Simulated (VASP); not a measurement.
# ZnF2 (P4_2/mnm) in VASP: single point with PBEsol

Aim: the single point of ZnF2 with PBEsol.

All numbers are computed with VASP 6.6.1; they aren't measurements. Logs are shortened: lines on timing, memory, paths and dates and some standing lists are left out, and cuts for length are marked.

## 1. The cell of the first run

Symmetry: P4_2/mnm, No. 136, tetragonal system. Conventional cell: a = 4.717 Å, b = 4.717 Å, c = 3.129 Å, α = 90.00°, β = 90.00°, γ = 90.00°. Zn (site symmetry mmm) has 6 F at 2.03 to 2.04 Å within 2.7 Å. Within 2.7 Å of F (site symmetry m2m) lie 3 Zn at 2.03 to 2.04 Å and 1 F at 2.62 Å.

## 2. Single point, PBEsol

INCAR reads:

```
SYSTEM = ZnF2
PREC = Accurate ; ENCUT = 600
EDIFF = 1E-6 ; ISMEAR = 0
SIGMA = 0.02 ; LREAL = .FALSE.
LASPH = .TRUE. ; NELM = 120
ALGO = Normal ; ISIF = 2
LWAVE = .FALSE. ; LCHARG = .FALSE.
GGA = PS ; NBANDS = 122
GGA_COMPAT = .FALSE.
```

KPOINTS reads:

```
regular mesh
0
G
  2 2 2
  0 0 0
```

POSCAR reads:

```
ZnF2
1.0
    4.7171584267      4.7171584267      0.0000000000
   -4.7171584267      4.7171584267      0.0000000000
    0.0000000000     -4.7171584267      6.2573005478
Zn F
8 16
Direct
    0.6250000000      0.1250000000      0.2500000000
    0.8750000000      0.3750000000      0.7500000000
    0.1250000000      0.6250000000      0.2500000000
    0.3750000000      0.8750000000      0.7500000000
    0.0000000000      0.0000000000      0.0000000000
    0.2500000000      0.2500000000      0.5000000000
    0.5000000000      0.5000000000      0.0000000000
    0.7500000000      0.7500000000      0.5000000000
    0.6961638919      0.0000000000      0.0000000000
    0.9461638919      0.2500000000      0.5000000000
    0.1961638919      0.5000000000      0.0000000000
    0.4461638919      0.7500000000      0.5000000000
    0.6250000000      0.8211638919      0.2500000000
    0.8750000000      0.0711638919      0.7500000000
    0.1250000000      0.3211638919      0.2500000000
    0.3750000000      0.5711638919      0.7500000000
    0.3038361081      0.0000000000      0.0000000000
    0.5538361081      0.2500000000      0.5000000000
    0.8038361081      0.5000000000      0.0000000000
    0.0538361081      0.7500000000      0.5000000000
    0.6250000000      0.4288361081      0.2500000000
    0.8750000000      0.6788361081      0.7500000000
    0.1250000000      0.9288361081      0.2500000000
    0.3750000000      0.1788361081      0.7500000000
```

Potentials or basis: VASP PAW PBE potentials, release 64 (Zn, F).

Run with:

```
cat potpaw_PBE.64/Zn/POTCAR potpaw_PBE.64/F/POTCAR > POTCAR
mpirun -np 1 vasp_std > vasp.out
```

OUTCAR:

```text
SYSTEM = ZnF2
   PREC = Accurate
   ENCUT = 600
   EDIFF = 1E-6
   ISMEAR = 0
   LREAL = .FALSE.
   LASPH = .TRUE.
   NELM = 120
   ISIF = 2
   GGA = PS

 ion  position               nearest neighbor table
   1  0.625  0.125  0.250-  13 2.03  21 2.03   9 2.04  17 2.04  18 2.04  10 2.04
   2  0.875  0.375  0.750-  14 2.03  22 2.03  10 2.04  18 2.04  19 2.04  11 2.04
   3  0.125  0.625  0.250-  15 2.03  23 2.03  11 2.04  19 2.04  20 2.04  12 2.04
   4  0.375  0.875  0.750-  16 2.03  24 2.03   9 2.04  17 2.04  20 2.04  12 2.04
   5  0.000  0.000  0.000-   9 2.03  17 2.03  15 2.04  14 2.04  22 2.04  23 2.04
   6  0.250  0.250  0.500-  10 2.03  18 2.03  16 2.04  15 2.04  23 2.04  24 2.04
   7  0.500  0.500  0.000-  11 2.03  19 2.03  16 2.04  13 2.04  21 2.04  24 2.04
   8  0.750  0.750  0.500-  12 2.03  20 2.03  14 2.04  13 2.04  21 2.04  22 2.04
   9  0.696  0.000  0.000-   5 2.03   4 2.04   1 2.04
  10  0.946  0.250  0.500-   6 2.03   2 2.04   1 2.04
  11  0.196  0.500  0.000-   7 2.03   3 2.04   2 2.04
  12  0.446  0.750  0.500-   8 2.03   4 2.04   3 2.04
  13  0.625  0.821  0.250-   1 2.03   7 2.04   8 2.04
  14  0.875  0.071  0.750-   2 2.03   5 2.04   8 2.04
[... 8 lines left out ...]
  23  0.125  0.929  0.250-   3 2.03   5 2.04   6 2.04
  24  0.375  0.179  0.750-   4 2.03   6 2.04   7 2.04

  LATTYP: Found a body centered tetragonal cell.
 ALAT       =     6.6710694229
 C/A-ratio  =     1.8759512609

  Lattice vectors:

 A1 = (   4.7171584267,   0.0000000000,  -6.2573005478)
 A2 = (  -4.7171584267,   0.0000000000,  -6.2573005478)
 A3 = (   0.0000000000,   4.7171584267,   6.2573005478)

Analysis of symmetry for initial positions (statically):
=====================================================================
 Subroutine PRICEL returns following result:

  LATTYP: Found a simple tetragonal cell.
 ALAT       =     4.7171584267
 C/A-ratio  =     0.6632489289

  Lattice vectors:

 A1 = (   0.0000000000,   4.7171584267,   0.0000000000)
 A2 = (  -4.7171584267,   0.0000000000,   0.0000000000)
 A3 = (   0.0000000000,   0.0000000000,   3.1286502739)

   4 primitive cells build up your supercell.

 Routine SETGRP: Setting up the symmetry group for a
 body centered tetragonal supercell.

 Subroutine GETGRP returns: Found 16 space group operations
 (whereof  8 operations were pure point group operations)
 out of a pool of 16 trial point group operations.

The static configuration has the point symmetry D_2h.
 The point group associated with its full space group is D_4h.

Analysis of symmetry for dynamics (positions and initial velocities):
=====================================================================
 Subroutine PRICEL returns following result:

  LATTYP: Found a simple tetragonal cell.
 ALAT       =     4.7171584267
 C/A-ratio  =     0.6632489289

  Lattice vectors:

 A1 = (   0.0000000000,   4.7171584267,   0.0000000000)
 A2 = (  -4.7171584267,   0.0000000000,   0.0000000000)
 A3 = (   0.0000000000,   0.0000000000,   3.1286502739)

   4 primitive cells build up your supercell.

 Routine SETGRP: Setting up the symmetry group for a
 body centered tetragonal supercell.

 Subroutine GETGRP returns: Found 16 space group operations
 (whereof  8 operations were pure point group operations)
 out of a pool of 16 trial point group operations.

The dynamic configuration has the point symmetry D_2h.
 The point group associated with its full space group is D_4h.

 Subroutine INISYM returns: Found 16 space group operations
 (whereof  8 operations are pure point group operations),
 and found     4 'primitive' translations

----------------------------------------------------------------------------------------

                                     Primitive cell

  volume of cell :      69.6174

  direct lattice vectors                    reciprocal lattice vectors
     0.000000000  4.717158427  0.000000000     0.000000000  0.211992032  0.000000000
    -4.717158427  0.000000000  0.000000000    -0.211992032  0.000000000  0.000000000
     0.000000000  0.000000000  3.128650274     0.000000000  0.000000000  0.319626648

  length of vectors
     4.717158427  4.717158427  3.128650274     0.211992032  0.211992032  0.319626648

  position of ions in fractional coordinates (direct lattice)
     0.500000000  0.500000000  0.500000000
     0.000000000  0.000000000  0.000000000
     0.696163892  0.303836108  0.000000000
     0.196163892  0.196163892  0.500000000
     0.303836108  0.696163892  1.000000000
     0.803836108  0.803836108  0.500000000

  ion indices of the primitive-cell ions
   primitive index   ion index
                 1           1
                 2           5
                 3           9
                 4          13
                 5          18
                 6          21

----------------------------------------------------------------------------------------

 KPOINTS: regular mesh

Automatic generation of k-mesh.
 Grid dimensions read from file:
 generate k-points for:    2    2    2

 Generating k-lattice:

  Cartesian coordinates                     Fractional coordinates (reciprocal lattice)
     0.052998008  0.052998008  0.039953331     0.500000000  0.000000000  0.000000000
    -0.052998008  0.052998008  0.039953331     0.000000000  0.500000000  0.000000000
     0.000000000  0.000000000  0.079906662     0.000000000  0.000000000  0.500000000

  Length of vectors
     0.084934365  0.084934365  0.079906662

  Shift w.r.t. Gamma in fractional coordinates (k-lattice)
     0.000000000  0.000000000  0.000000000

 Subroutine IBZKPT returns following result:
 ===========================================

 Found      4 irreducible k-points:

 Following reciprocal coordinates:
            Coordinates               Weight
  0.000000  0.000000  0.000000      1.000000
  0.500000  0.000000  0.000000      4.000000
  0.500000  0.500000  0.000000      2.000000
  0.000000  0.000000  0.500000      1.000000
   k-points           NKPTS =      4   k-points in BZ     NKDIM =      4   number of bands    NBANDS=    122
   number of dos      NEDOS =    301   number of ions     NIONS =     24
   total plane-waves  NPLWV = 186624
   dimension x,y,z NGX =    54 NGY =   54 NGZ =   64
   dimension x,y,z NGXF=   108 NGYF=  108 NGZF=  128
   ions per type =               8  16
   NGX,Y,Z   is equivalent  to a cutoff of  13.46, 13.46, 13.58 a.u.
   NGXF,Y,Z  is equivalent  to a cutoff of  26.91, 26.91, 27.16 a.u.
 SYSTEM =  ZnF2
   PREC   = accura    normal or accurate (medium, high low for compatibility)
   ISTART =      0    job   : 0-new  1-cont  2-samecut
   ICHARG =      2    charge: 1-file 2-atom 10-const
   ISPIN  =      1    spin polarized calculation?
   LNONCOLLINEAR =      F non collinear calculations
   LSORBIT =      F    spin-orbit coupling
   LASPH  =      T    aspherical Exc in radial PAW
   ENCUT  =  600.0 eV  44.10 Ry    6.64 a.u.  13.32 13.32 15.65*2*pi/ulx,y,z
   NELM   =    120;   NELMIN=  2; NELMDL= -5     # of ELM steps
   EDIFF  = 0.1E-05   stopping-criterion for ELM
   LREAL  =      F    real-space projection
   EDIFFG = 0.1E-04   stopping-criterion for IOM
   NSW    =      0    number of steps for IOM
   IBRION =     -1    ionic relax: 0-MD 1-quasi-New 2-CG
   NFREE  =      0    steps in history (QN), initial steepest desc. (CG)
   ISIF   =      2    stress and relaxation
   ISYM   =      2    0-nonsym 1-usesym 2-fastsym
   POTIM  = 0.5000    time-step for ionic-motion
   TEBEG  =    0.0;   TEEND  =   0.0 temperature during run
   PSTRESS=    0.0 pullay stress
   NELECT =     208.0000    total number of electrons
   NUPDOWN=      -1.0000    fix difference up-down
   EMIN   =  10.00;   EMAX   =-10.00  energy-range for DOS
   EFERMI =   0.00;   METHOD = LEGACY
   ISMEAR =     0;   SIGMA  =   0.02  broadening in eV -4-tet -1-fermi 0-gaus
   EFERMI_NEDOS =   21; number of points for ismear=-14 and -15
   IALGO  =     38    algorithm
   IMIX   =      4    mixing-type and parameters
     AMIX     =   0.40;   BMIX     =  1.00
     AMIX_MAG =   1.60;   BMIX_MAG =  1.00
  volume/ion in A,a.u.               =      11.60        78.30
  Fermi-wavevector in a.u.,A,eV,Ry     =   1.485377  2.806955 30.019135  2.206344
  Thomas-Fermi vector in A             =   2.598796
   LORBIT       =      0    0 simple, 1 ext, 2 COOP (PROOUT), +10 PAW based schemes
   GGA     = PS    functional components
   LHFCALC =     F    Hartree Fock is set to
   AEXX    =    0.0000 exact exchange contribution
   IVDW    =     0    specifies the selected vdW correction
   LEPSILON=     F    determine dielectric tensor
   LRPA    =     F    only Hartree local field effects (RPA)
 non-spin polarized calculation
 Gauss-broadening in eV      SIGMA  =   0.02
  energy-cutoff  :      600.00
  volume of cell :      278.47
 maximum number of plane-waves:      9306
 NGX is ok and might be reduce to    54
   NGX = 27   NGY = 27   NGZ = 31

 number of electron     207.9999987 magnetization

 Free energy of the ion-electron system (eV)
  ---------------------------------------------------
  ext. energy  EPLUGINS =         0.00000000
  ---------------------------------------------------
  free energy    TOTEN  =       -98.87686641 eV

  energy without entropy =      -98.87686641  energy(sigma->0) =      -98.87686641

 E-fermi :  -1.1662     XC(G=0): -10.5305

 val. band max:       -1.2973222247   @ k =   0.0000   0.0000   0.0000
 cond. band min:       2.0722123015   @ k =   0.0000   0.0000   0.0000
 fundamental gap:      3.3695345262
 Fermi energy:        -1.1662323290

 k-point     1 :       0.0000    0.0000    0.0000
  band No.  band energies     occupation
      1     -23.0588      2.00000
      2     -22.5328      2.00000
      3     -22.5328      2.00000
      4     -22.5328      2.00000
      5     -22.5328      2.00000
      6     -22.4840      2.00000
[... 108 lines left out ...]
    115       8.7130      0.00000
    116       8.7130      0.00000

 k-point     2 :       0.5000    0.0000    0.0000
  band No.  band energies     occupation
      1     -22.8382      2.00000
      2     -22.8382      2.00000
      3     -22.5754      2.00000
      4     -22.5754      2.00000
      5     -22.4674      2.00000
      6     -22.4674      2.00000
[... 108 lines left out ...]
    115       9.4230      0.00000
    116       9.4230      0.00000

 k-point     3 :       0.5000    0.5000    0.0000
  band No.  band energies     occupation
      1     -22.7216      2.00000
      2     -22.7216      2.00000
      3     -22.5970      2.00000
      4     -22.5970      2.00000
      5     -22.5970      2.00000
      6     -22.5970      2.00000
[... 108 lines left out ...]
    115       9.1157      0.00000
    116       9.1157      0.00000

 k-point     4 :       0.0000    0.0000    0.5000
  band No.  band energies     occupation
      1     -22.8625      2.00000
      2     -22.8625      2.00000
      3     -22.6225      2.00000
      4     -22.6225      2.00000
      5     -22.4406      2.00000
      6     -22.4406      2.00000
[... 108 lines left out ...]
    115       9.6816      0.00000
    116       9.6816      0.00000
 [bands above 116 left out]

------------------------ aborting loop because EDIFF is reached ----------------------------------------

  FORCE on cell =-STRESS in cart. coord.  units (eV):
  Direction    XX          YY          ZZ          XY          YZ          ZX
  --------------------------------------------------------------------------------------
  -------------------------------------------------------------------------------------
  Total        0.7176353      0.7176353      1.2782959      0.0000000      0.0000000      0.0000000
  in kB        4.1289198      4.1289198      7.3546845      0.0000000      0.0000000      0.0000000
  external PRESSURE =       5.2041747 kB  Pullay stress =       0.0000000 kB

 VOLUME and BASIS-vectors are now :
 -----------------------------------------------------------------------------
  energy-cutoff  :      600.00
  volume of cell :      278.47
      direct lattice vectors                 reciprocal lattice vectors
     4.717158427  4.717158427  0.000000000     0.105996016  0.105996016  0.079906662
    -4.717158427  4.717158427  0.000000000    -0.105996016  0.105996016  0.079906662
     0.000000000 -4.717158427  6.257300548     0.000000000  0.000000000  0.159813324

 POSITION                                       TOTAL-FORCE (eV/Angst)
 -----------------------------------------------------------------------------------
      2.35858      2.35858      1.56433         0.000000     -0.000000      0.000000
      2.35858      2.35858      4.69298         0.000000     -0.000000      0.000000
     -2.35858      2.35858      1.56433         0.000000     -0.000000      0.000000
     -2.35858      2.35858      4.69298         0.000000     -0.000000      0.000000
      0.00000      0.00000      0.00000         0.000000     -0.000000      0.000000
      0.00000      0.00000      3.12865         0.000000     -0.000000      0.000000
[... 16 lines left out ...]
     -3.79182      3.79182      1.56433         0.010214     -0.010214     -0.000000
      0.92534     -0.92534      4.69298         0.010214     -0.010214     -0.000000
 -----------------------------------------------------------------------------------
    total drift:                                0.000000     -0.000000      0.000000

  FREE ENERGIE OF THE ION-ELECTRON SYSTEM (eV)
  ---------------------------------------------------
  free  energy   TOTEN  =       -98.8768664110 eV

  energy  without entropy=      -98.8768664110  energy(sigma->0) =      -98.87686641
```

It took 7 min on 1 thread of Intel Xeon Platinum 8259CL at 2.50GHz (Skylake/Cascade Lake), shared host; peak memory 0.46 GiB.

Results:

```
Free energy            : -98.8769 eV
Pressure               : 0.5 GPa
Largest force          : 0.014 eV/Å
Band gap on the k mesh : 3.37 eV
```

Forces on the atoms (eV/Å):
```
Zn   0.000  0.000  0.000
Zn   0.000  0.000  0.000
Zn   0.000  0.000  0.000
Zn   0.000  0.000  0.000
Zn   0.000  0.000  0.000
Zn   0.000  0.000  0.000
Zn   0.000  0.000  0.000
Zn   0.000  0.000  0.000
F    0.010  0.010  0.000
F    0.010  0.010  0.000
F    0.010  0.010  0.000
F    0.010  0.010  0.000
F   -0.010  0.010  0.000
F   -0.010  0.010  0.000
F   -0.010  0.010  0.000
F   -0.010  0.010  0.000
F   -0.010 -0.010  0.000
F   -0.010 -0.010  0.000
F   -0.010 -0.010  0.000
F   -0.010 -0.010  0.000
F    0.010 -0.010  0.000
F    0.010 -0.010  0.000
F    0.010 -0.010  0.000
F    0.010 -0.010  0.000
```

Caveat: the k points lie up to 0.53 Å⁻¹ apart; the PAW data sets were made with another functional, which shifts forces and pressure a little.
